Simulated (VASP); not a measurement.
# Al in VASP: further runs, part 2 of 2

VASP 6.6.1. The steps go on from the part before.

## (3) Single point, PBEsol

Input file INCAR:

```
SYSTEM = Al
PREC = Accurate ; ENCUT = 520
EDIFF = 1E-6 ; ISMEAR = -1
SIGMA = 0.05 ; LREAL = .False.
LASPH = .True. ; NELM = 60
ALGO = Normal ; ISIF = 2
LWAVE = .False. ; LCHARG = .True.
GGA = PS ; LELF = .True.
LVHAR = .True. ; NBANDS = 10
```

Input file KPOINTS:

```
Automatic mesh
0
Gamma
  14 14 7
  0 0 0
```

Input file POSCAR:

```
Al
1.0
    2.8124550000     -0.0281245500     -0.0281245500
   -1.4305845800      2.4497202800     -0.0102943000
   -0.0486685000     -0.0486685000      4.8668500000
Al
2
Direct
    0.6666666667      0.3333333333      0.7500000000
    0.3333333333      0.6666666667      0.2500000000
```

Potentials or basis: VASP PAW PBE potentials, release 64 (Al).

Launch:

```bash
$ cat potpaw_PBE.64/Al/POTCAR > POTCAR
$ mpirun -np 1 vasp_std > vasp.out
```

OUTCAR:

```text
SYSTEM = Al
   PREC = Accurate
   ENCUT = 520
   EDIFF = 1E-6
   ISMEAR = -1
   LREAL = .False.
   LASPH = .True.
   NELM = 60
   ISIF = 2
   GGA = PS

 ion  position               nearest neighbor table
   1  0.667  0.333  0.750-   2 2.88   2 2.90   2 2.92   2 2.94   2 2.95   2 2.95
   2  0.333  0.667  0.250-   1 2.88   1 2.90   1 2.92   1 2.94   1 2.95   1 2.95

  LATTYP: Found a triclinic cell.
 ALAT       =     2.7883987780
 B/A-ratio  =     1.0173816741
 C/A-ratio  =     1.7455669178
 COS(alpha) =     0.0072205067
 COS(beta)  =     0.0274156867
 COS(gamma) =     0.5000744044

  Lattice vectors:

 A1 = (  -1.3818704200,  -2.4215957300,   0.0384188500)
 A2 = (   1.4305845800,  -2.4497202800,   0.0102943000)
 A3 = (  -0.0486685000,  -0.0486685000,   4.8668500000)

Analysis of symmetry for initial positions (statically):
=====================================================================
 Subroutine PRICEL returns:
 Original cell was already a primitive cell.

 Routine SETGRP: Setting up the symmetry group for a
 triclinic supercell.

[... 174 lines left out ...]
  band No.  band energies     occupation
      1      -3.2198      2.00000
      2       2.7885      2.00000
      3       3.0130      2.00000
      4      18.8936      0.00000
      5      19.0963      0.00000
      6      19.1940      0.00000
      7      19.5195      0.00000
      8      19.7645      0.00000
      9      20.2198      0.00000
     10      22.5678      0.00000
[... 287 lines left out ...]
 k-point    24 :       0.0714    0.1429    0.0000
  band No.  band energies     occupation
      1      -2.3201      2.00000
      2       3.6112      2.00000
      3       3.9088      2.00000
      4      12.9152      0.00000
      5      14.7558      0.00000
      6      17.9245      0.00000
      7      18.5857      0.00000
      8      19.1156      0.00000
      9      19.7420      0.00000
     10      20.9014      0.00000

 [... further k-points ...]

------------------------ aborting loop because EDIFF is reached ----------------------------------------

  FORCE on cell =-STRESS in cart. coord.  units (eV):
  Direction    XX          YY          ZZ          XY          YZ          ZX
  --------------------------------------------------------------------------------------
  -------------------------------------------------------------------------------------
  Total       -0.1462469     -0.1507924     -0.4920683      0.2085907      0.0259493      0.0453440
  in kB       -7.0303778     -7.2488879    -23.6546898     10.0273661      1.2474330      2.1797744
  external PRESSURE =     -12.6446518 kB  Pullay stress =       0.0000000 kB

 VOLUME and BASIS-vectors are now :
 -----------------------------------------------------------------------------
  energy-cutoff  :      520.00
  volume of cell :       33.33
      direct lattice vectors                 reciprocal lattice vectors
     2.812455000 -0.028124550 -0.028124550     0.357707078  0.208917142  0.005666242
    -1.430584580  2.449720280 -0.010294300     0.004147976  0.410649632  0.004147976
    -0.048668500 -0.048668500  4.866850000     0.002075891  0.002075891  0.205513230

 POSITION                                       TOTAL-FORCE (eV/Angst)
 -----------------------------------------------------------------------------------
      1.36161      0.76132      3.62796        -0.006341      0.000192     -0.003597
     -0.02841      1.61160      1.20047         0.006341     -0.000192      0.003597
 -----------------------------------------------------------------------------------
    total drift:                                0.000000     -0.000000     -0.000000

  FREE ENERGIE OF THE ION-ELECTRON SYSTEM (eV)
  ---------------------------------------------------
  free  energy   TOTEN  =        -8.1115661982 eV

  energy  without entropy=       -8.1056976489  energy(sigma->0) =       -8.10863192
```

OSZICAR:

```text
N       E                     dE             d eps       ncg     rms          rms(c)
DAV:   1    -0.861899325841E+00   -0.86190E+00   -0.23252E+03 13768   0.473E+02
DAV:   2    -0.801653877483E+01   -0.71546E+01   -0.68957E+01 17940   0.541E+01
DAV:   3    -0.816938781463E+01   -0.15285E+00   -0.15119E+00 18092   0.643E+00
DAV:   4    -0.817000764814E+01   -0.61983E-03   -0.61977E-03 16288   0.459E-01
DAV:   5    -0.817001275850E+01   -0.51104E-05   -0.51106E-05 16424   0.428E-02    0.193E+00
DAV:   6    -0.813491896642E+01    0.35094E-01   -0.46854E-03 15358   0.322E-01    0.110E+00
DAV:   7    -0.811172190269E+01    0.23197E-01   -0.11657E-02 14594   0.491E-01    0.192E-01
DAV:   8    -0.811156870425E+01    0.15320E-03   -0.14597E-04 19548   0.675E-02    0.164E-02
DAV:   9    -0.811156684822E+01    0.18560E-05   -0.12823E-06 15374   0.619E-03    0.233E-03
DAV:  10    -0.811156619818E+01    0.65003E-06   -0.64312E-08  8790   0.122E-03
   1 F= -.81115662E+01 E0= -.81086319E+01  d E =-.586855E-02
```

stdout:

```text
POSCAR found type information on POSCAR Al
 POSCAR found :  1 types and       2 ions
 scaLAPACK will be used
 -----------------------------------------------------------------------------
|                                                                             |
|                                                                             |
|     You enforced a specific xc type in the INCAR file but a different       |
|     I HOPE YOU KNOW WHAT YOU ARE DOING!                                     |
|                                                                             |
 -----------------------------------------------------------------------------

 LDA part: xc-table for (Slater+PW92), standard interpolation
 POSCAR, INCAR and KPOINTS ok, starting setup
 FFT: planning ... GRIDC
 FFT: planning ... GRID_SOFT
 FFT: planning ... GRID
 WAVECAR not read
 entering main loop
```

Run time: 98 s. Hardware: 1 thread of AMD EPYC 9R45 (Zen 5), shared host; peak memory 0.26 GiB.

What came out:

| Property | Result |
| --- | --- |
| Free energy | -8.1116 eV |
| Pressure | -1.3 GPa |
| Largest force | 0.007 eV/Å |
| Band gap on the k mesh | zero (bands 3 and 4 overlap by 5.58 eV) |

Forces in eV/Å, atoms in the order of the input:
```
Al  -0.006  0.000 -0.004
Al   0.006  0.000  0.004
```

Levels at points of the mesh, in eV from the Fermi level:
```tsv
k point	band 1	band 2	band 3	band 4	band 5	band 6
(0.00, 0.00, 0.00)	-11.06	-5.05	-4.83	11.05	11.25	11.35
(0.50, 0.00, 0.00)	-4.89	-4.85	0.39	1.06	1.18	1.80
(0.00, 0.50, 0.00)	-5.02	-4.92	0.37	0.86	1.16	1.63
(0.50, 0.50, 0.00)	-5.14	-5.00	0.42	0.60	1.17	1.41
```

Caveat: the PAW data sets were made with another functional, which shifts forces and pressure a little.

## (4) Single point, PBEsol

Input file INCAR:

```
PREC     = Accurate       # precision mode
ENCUT    = 520            # plane-wave cutoff, eV
EDIFF    = 1E-6           # SCF threshold, eV
ISMEAR   = -1             # smearing method
SIGMA    = 0.05           # smearing width, eV
LREAL    = False          # projectors in reciprocal space
LASPH    = True           # aspherical terms in the spheres
NELM     = 60             # most SCF steps
ALGO     = Normal         # electronic algorithm
ISIF     = 2              # what is computed and relaxed
LWAVE    = False          # write WAVECAR
LCHARG   = False          # write CHGCAR
GGA      = PS             # functional
NBANDS   = 10             # bands
```

Input file KPOINTS:

```
Automatic mesh
0
Gamma
  14 14 7
```

Input file POSCAR:

```
Al
1.0
    2.8124550000     -0.0187497000     -0.0187497000
   -1.4224657200      2.4450328533     -0.0068628667
   -0.0324456667     -0.0324456667      4.8668500000
Al
2
Direct
    0.6666666667      0.3333333333      0.7500000000
    0.3333333333      0.6666666667      0.2500000000
```

Potentials or basis: VASP PAW PBE potentials, release 64 (Al).

Launch:

```bash
$ cat potpaw_PBE.64/Al/POTCAR > POTCAR
$ mpirun -np 1 vasp_std > vasp.out
```

OUTCAR:

```text
PREC = Accurate
   ENCUT = 520
   EDIFF = 1E-6
   ISMEAR = -1
   LREAL = False
   LASPH = True
   NELM = 60
   ISIF = 2
   GGA = PS

 ion  position               nearest neighbor table
   1  0.667  0.333  0.750-   2 2.90   2 2.91   2 2.92   2 2.94   2 2.94   2 2.94
   2  0.333  0.667  0.250-   1 2.90   1 2.91   1 2.92   1 2.94   1 2.94   1 2.94

  LATTYP: Found a triclinic cell.
 ALAT       =     2.7963505042
 B/A-ratio  =     1.0058038114
 C/A-ratio  =     1.7405065253
 COS(alpha) =     0.0132877078
 COS(beta)  =     0.0182566935
 COS(gamma) =     0.4913274446

  Lattice vectors:

 A1 = (   1.3899892800,   2.4262831533,  -0.0256125667)
 A2 = (   2.8124550000,  -0.0187497000,  -0.0187497000)
 A3 = (   0.0324456667,   0.0324456667,  -4.8668500000)

Analysis of symmetry for initial positions (statically):
=====================================================================
 Subroutine PRICEL returns:
 Original cell was already a primitive cell.

 Routine SETGRP: Setting up the symmetry group for a
 triclinic supercell.

 Subroutine GETGRP returns: Found  2 space group operations
 (whereof  2 operations were pure point group operations)
 out of a pool of  2 trial point group operations.

The static configuration has the point symmetry S_2 .

Analysis of symmetry for dynamics (positions and initial velocities):
=====================================================================
 Subroutine PRICEL returns:
 Original cell was already a primitive cell.

 Routine SETGRP: Setting up the symmetry group for a
 triclinic supercell.

 Subroutine GETGRP returns: Found  2 space group operations
 (whereof  2 operations were pure point group operations)
 out of a pool of  2 trial point group operations.

The dynamic configuration has the point symmetry S_2 .

 Subroutine INISYM returns: Found  2 space group operations
 (whereof  2 operations are pure point group operations),
 and found     1 'primitive' translations

[... 118 lines left out ...]
   LORBIT       =      0    0 simple, 1 ext, 2 COOP (PROOUT), +10 PAW based schemes
   GGA     = PS    functional components
   LHFCALC =     F    Hartree Fock is set to
   AEXX    =    0.0000 exact exchange contribution
   IVDW    =     0    specifies the selected vdW correction
   LEPSILON=     F    determine dielectric tensor
   LRPA    =     F    only Hartree local field effects (RPA)
 non-spin polarized calculation
  energy-cutoff  :      520.00
  volume of cell :       33.33
 maximum number of plane-waves:       913
 NGX is ok and might be reduce to    24
   NGX = 11   NGY = 11   NGZ = 19

 number of electron       6.0000000 magnetization

 Free energy of the ion-electron system (eV)
  ---------------------------------------------------
  ext. energy  EPLUGINS =         0.00000000
  ---------------------------------------------------
  free energy    TOTEN  =        -8.11330419 eV

  energy without entropy =       -8.10802733  energy(sigma->0) =       -8.11066576

 E-fermi :   7.8265     XC(G=0): -10.2195

 val. band max:        7.8250643020   @ k =   0.2143  -0.2143   0.2857
 cond. band min:       7.8321613800   @ k =   0.5000   0.2143   0.4286
 fundamental gap:      0.0070970780
 Fermi energy:         7.8265381576

 k-point     1 :       0.0000    0.0000    0.0000
  band No.  band energies     occupation
      1      -3.2203      2.00000
      2       2.7850      2.00000
      3       3.0116      2.00000
      4      18.9447      0.00000
      5      19.1283      0.00000
      6      19.2885      0.00000
      7      19.4284      0.00000
      8      19.6683      0.00000
      9      20.2111      0.00000
     10      22.5584      0.00000
[... 287 lines left out ...]
 k-point    24 :       0.0714    0.1429    0.0000
  band No.  band energies     occupation
      1      -2.3247      2.00000
      2       3.6314      2.00000
      3       3.8764      2.00000
      4      12.9246      0.00000
      5      14.6694      0.00000
      6      18.0131      0.00000
      7      18.6032      0.00000
      8      19.0872      0.00000
      9      19.7734      0.00000
     10      20.7996      0.00000

 [... further k-points ...]

------------------------ aborting loop because EDIFF is reached ----------------------------------------

  FORCE on cell =-STRESS in cart. coord.  units (eV):
  Direction    XX          YY          ZZ          XY          YZ          ZX
  --------------------------------------------------------------------------------------
  -------------------------------------------------------------------------------------
  Total       -0.1449459     -0.1497129     -0.5247051      0.1497743      0.0398310      0.0526105
  in kB       -6.9666645     -7.1957835    -25.2193676      7.1987363      1.9144315      2.5286636
  external PRESSURE =     -13.1272719 kB  Pullay stress =       0.0000000 kB

 VOLUME and BASIS-vectors are now :
 -----------------------------------------------------------------------------
  energy-cutoff  :      520.00
  volume of cell :       33.33
      direct lattice vectors                 reciprocal lattice vectors
     2.812455000 -0.018749700 -0.018749700     0.356970929  0.207688311  0.003764395
    -1.422465720  2.445032853 -0.006862867     0.002755728  0.410603415  0.002755728
    -0.032445667 -0.032445667  4.866850000     0.001379128  0.001379128  0.205490100

 POSITION                                       TOTAL-FORCE (eV/Angst)
 -----------------------------------------------------------------------------------
      1.37648      0.77818      3.63535        -0.003166      0.000268     -0.001325
     -0.01894      1.61566      1.20589         0.003166     -0.000268      0.001325
 -----------------------------------------------------------------------------------
    total drift:                                0.000000     -0.000000     -0.000000

  FREE ENERGIE OF THE ION-ELECTRON SYSTEM (eV)
  ---------------------------------------------------
  free  energy   TOTEN  =        -8.1133041860 eV

  energy  without entropy=       -8.1080273256  energy(sigma->0) =       -8.11066576
```

OSZICAR:

```text
N       E                     dE             d eps       ncg     rms          rms(c)
DAV:   1    -0.898844982831E+00   -0.89884E+00   -0.23255E+03 13760   0.474E+02
DAV:   2    -0.801704041299E+01   -0.71182E+01   -0.68440E+01 18040   0.534E+01
DAV:   3    -0.817118295239E+01   -0.15414E+00   -0.15335E+00 17866   0.641E+00
DAV:   4    -0.817185150121E+01   -0.66855E-03   -0.66850E-03 16338   0.475E-01
DAV:   5    -0.817185701091E+01   -0.55097E-05   -0.55106E-05 16598   0.446E-02    0.193E+00
DAV:   6    -0.813669599766E+01    0.35161E-01   -0.47074E-03 15322   0.323E-01    0.109E+00
DAV:   7    -0.811346038017E+01    0.23236E-01   -0.11707E-02 14592   0.492E-01    0.192E-01
DAV:   8    -0.811330673794E+01    0.15364E-03   -0.14618E-04 19478   0.675E-02    0.159E-02
DAV:   9    -0.811330490950E+01    0.18284E-05   -0.12246E-06 15250   0.609E-03    0.233E-03
DAV:  10    -0.811330418601E+01    0.72349E-06   -0.63978E-08  8830   0.120E-03
   1 F= -.81133042E+01 E0= -.81106658E+01  d E =-.527686E-02
```

Wall time 90 s (1 thread of AMD EPYC 9R45 (Zen 5), shared host); peak memory 0.27 GiB.

Results:

```yaml
Free_energy: -8.1133 eV
Pressure: -1.3 GPa
Largest_force: 0.003 eV/Å
Band_gap_on_the_k_mesh: zero (bands 3 and 4 overlap by 5.50 eV)
```

Forces in eV/Å, atoms in the order of the input:
```
Al  -0.003  0.000 -0.001
Al   0.003  0.000  0.001
```

Stress tensor (GPa, compression positive):
```
-0.70  0.72  0.25
 0.72 -0.72  0.19
 0.25  0.19 -2.52
```

Levels at points of the mesh, in eV from the Fermi level:
```tsv
k point	band 1	band 2	band 3	band 4	band 5	band 6
(0.00, 0.00, 0.00)	-11.05	-5.04	-4.81	11.12	11.30	11.46
(0.50, 0.00, 0.00)	-4.92	-4.86	0.48	0.92	1.27	1.68
(0.00, 0.50, 0.00)	-5.00	-4.91	0.47	0.79	1.25	1.57
(0.50, 0.50, 0.00)	-5.09	-4.96	0.50	0.62	1.25	1.43
```

Caveat: the PAW data sets were made with another functional, which shifts forces and pressure a little.

## (5) Single point, PBEsol

Input file INCAR:

```
SYSTEM = Al
ALGO = Normal
EDIFF = 1E-7
ENCUT = 520
GGA = PS
ISIF = 2
ISMEAR = -1
LASPH = .True.
LCHARG = .False.
LREAL = .False.
LWAVE = .False.
NBANDS = 10
NELM = 100
PREC = Accurate
SIGMA = 0.05
```

Input file KPOINTS:

```
k-points
0
Gamma
  14 14 7
  0 0 0
```

Input file POSCAR:

```
Al
1.0
    2.8124550000     -0.0093748500     -0.0093748500
   -1.4143468600      2.4403454267     -0.0034314333
   -0.0162228333     -0.0162228333      4.8668500000
Al
2
Direct
    0.6666666667      0.3333333333      0.7500000000
    0.3333333333      0.6666666667      0.2500000000
```

Launch:

```bash
$ cat potpaw_PBE.64/Al/POTCAR > POTCAR
$ mpirun -np 1 vasp_std > vasp.out
```

Run time: 95 s. Hardware: 1 thread of AMD EPYC 9R45 (Zen 5), shared host; peak memory 0.27 GiB.

Results (log left out):

```yaml
Free_energy: -8.1146 eV
Pressure: -1.3 GPa
Band_gap_on_the_k_mesh: zero (bands 3 and 4 overlap by 5.41 eV)
```

Stress tensor (GPa, compression positive):
```
-0.67  0.38  0.16
 0.38 -0.67  0.15
 0.16  0.15 -2.68
```

Levels at points of the mesh, in eV from the Fermi level:
```csv
k point,band 1,band 2,band 3,band 4,band 5,band 6,band 7,band 8
"(0.00, 0.00, 0.00)",-11.02,-5.02,-4.79,11.17,11.38,11.54,11.58,11.77
"(0.50, 0.00, 0.00)",-4.94,-4.86,0.58,0.80,1.35,1.57,6.17,7.73
"(0.00, 0.50, 0.00)",-4.98,-4.88,0.57,0.73,1.34,1.52,6.28,7.82
"(0.50, 0.50, 0.00)",-5.02,-4.91,0.59,0.65,1.33,1.46,6.39,7.91
```

Caveat: the PAW data sets were made with another functional, which shifts forces and pressure a little.

## (6) Summary

| cell | gap on the mesh (eV) | pressure (GPa) |
| --- | --- | --- |
| a = 2.812, b = 2.812, c = 4.867 Å, angles 90.0, 90.0, 120.0°, 2 atoms | none | -1.3 |
| a = 2.813, b = 2.837, c = 4.867 Å, angles 90.4, 91.1, 120.9°, 2 atoms | none | -1.3 |
| a = 2.813, b = 2.829, c = 4.867 Å, angles 90.3, 90.8, 120.6°, 2 atoms | none | -1.3 |
| a = 2.812, b = 2.821, c = 4.867 Å, angles 90.1, 90.4, 120.3°, 2 atoms | none | -1.3 |

Alike in all rows: task single point; level PBEsol; potentials or basis VASP PAW PBE potentials, release 64 (Al); no spin polarisation; k mesh 14 × 14 × 7; cutoff (eV) 520; smearing fermi-dirac 0.05 eV.

Caveats: the PAW data sets were made with another functional, which shifts forces and pressure a little.

Total energies depend on the potentials used, so only differences within one code and one set of settings carry meaning.
